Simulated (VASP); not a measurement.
A run of VASP 6.6.1 is set up as follows.

INCAR

```
  ALGO = Normal
  EDIFF = 1E-6
  ENCUT = 630
  GGA = RP
  GGA_COMPAT = F
  ISIF = 2
  ISMEAR = -1
  LASPH = T
  LCHARG = F
  LREAL = F
  LWAVE = F
  NBANDS = 20
  NELM = 120
  PREC = Accurate
  SIGMA = 0.15
```

KPOINTS

```
k-points
0
Gamma
  8 8 8
```

POSCAR

```
CdS
1.0
    0.0000000000      3.1155152588      3.1155152588
    3.1155152588      0.0000000000      3.1155152588
    3.1155152588      3.1155152588      0.0000000000
Cd S
1 1
Direct
    0.0000000000      0.0000000000      0.0000000000
    0.7500000000      0.7500000000      0.7500000000
```

Potentials or basis: VASP PAW PBE potentials, release 64 (Cd_sv_GW, S).

The run is started by

```sh
$ cat potpaw_PBE.64/Cd_sv_GW/POTCAR potpaw_PBE.64/S/POTCAR > POTCAR
$ mpirun -np 1 vasp_std > vasp.out
```

(1) Predict the pressure.

(2) Predict the band gap on the k mesh.

## Answers

(1) -4.1 GPa.

(2) 0.88 eV.

Caveat: the cell stands under tension; the PAW data sets were made with another functional, which shifts forces and pressure a little.
